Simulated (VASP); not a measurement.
Write the native input for VASP 6.6.1 that does the following.

```
Task                   : relaxation of cell and atoms
Functional             : r2SCAN
Potentials or basis    : VASP PAW PBE potentials, release 64 (Pb_d)
Cutoff                 : 600 eV
k mesh                 : 12 × 12 × 12
Occupations            : gaussian, width 0.1 eV
Spin                   : no spin polarisation
Dipole correction      : no
Further INCAR settings : ALGO = Normal; EDIFF = 1e-07; IBRION = 2; EDIFFG = -0.01; NSW = 80; ISIF = 3
```

The system is Pb.

```
Pb
1.0
     0.00000    3.39387    3.39387
     3.39387    0.00000    3.39387
     3.39387    3.39387    0.00000
Pb
2
Direct
  0.00000 0.00000 0.00000
  0.25000 0.25000 0.25000
```

This isn't the form of Pb at room conditions, which is fcc.

One way to write it, as run:

POSCAR

```
Pb
1.0
    0.0000000000      3.3938728618      3.3938728618
    3.3938728618      0.0000000000      3.3938728618
    3.3938728618      3.3938728618      0.0000000000
Pb
2
Direct
    0.0000000000      0.0000000000      0.0000000000
    0.2500000000      0.2500000000      0.2500000000
```

INCAR.step1

```
ALGO     = Normal         # electronic algorithm
EDIFF    = 1E-4           # SCF threshold, eV
ENCUT    = 600            # plane-wave cutoff, eV
GGA      = PE             # functional
ISMEAR   = 0              # smearing method
LASPH    = True           # aspherical terms in the spheres
LCHARG   = False          # write CHGCAR
LREAL    = False          # projectors in reciprocal space
LWAVE    = True           # write WAVECAR
NELM     = 100            # most SCF steps
PREC     = Accurate       # precision mode
SIGMA    = 0.1            # smearing width, eV
```

INCAR.step2

```
ALGO     = Normal         # electronic algorithm
EDIFF    = 1E-7           # SCF threshold, eV
EDIFFG   = -0.01          # ionic threshold
ENCUT    = 600            # plane-wave cutoff, eV
IBRION   = 2              # ionic algorithm
ISIF     = 3              # what is computed and relaxed
ISMEAR   = 0              # smearing method
ISTART   = 1            
LASPH    = True           # aspherical terms in the spheres
LCHARG   = False          # write CHGCAR
LMIXTAU  = True         
LREAL    = False          # projectors in reciprocal space
LWAVE    = False          # write WAVECAR
METAGGA  = R2SCAN         # meta-GGA
NELM     = 100            # most SCF steps
NSW      = 80             # ionic steps
PREC     = Accurate       # precision mode
SIGMA    = 0.1            # smearing width, eV
```

KPOINTS

```
k-points
0
Gamma
  12 12 12
```

Potentials or basis: VASP PAW PBE potentials, release 64 (Pb_d).

The run is started by

```sh
$ cat potpaw_PBE.64/Pb_d/POTCAR > POTCAR
$ cp INCAR.step1 INCAR
$ mpirun -np 1 vasp_std > vasp.out
$ cp INCAR.step2 INCAR
$ mpirun -np 1 vasp_std > vasp.out
```

Results of the run:

The relaxed volume is 41.98 Å³/atom, the relaxed cell is a = 4.915 Å, b = 4.915 Å, c = 4.915 Å, α = 60.00°, β = 60.00°, γ = 60.00° and the space group after relaxing (to 0.1 Å) is Fd-3m (No. 227). The energy gained by relaxing is 21.6 meV/atom and the ionic steps are 3. The pressure after relaxing is 0.0 GPa. The band gap on the k mesh is zero (bands 14 and 15 overlap by 1.15 eV).

Caveat: the PAW data sets were made with another functional, which shifts forces and pressure a little; spin-orbit coupling is left out, which moves the levels of the heavy elements.

It took 10 min on 1 thread of Intel(R) Xeon(R) 6975P-C (Granite Rapids), on a shared host, peak memory 0.33 GiB.
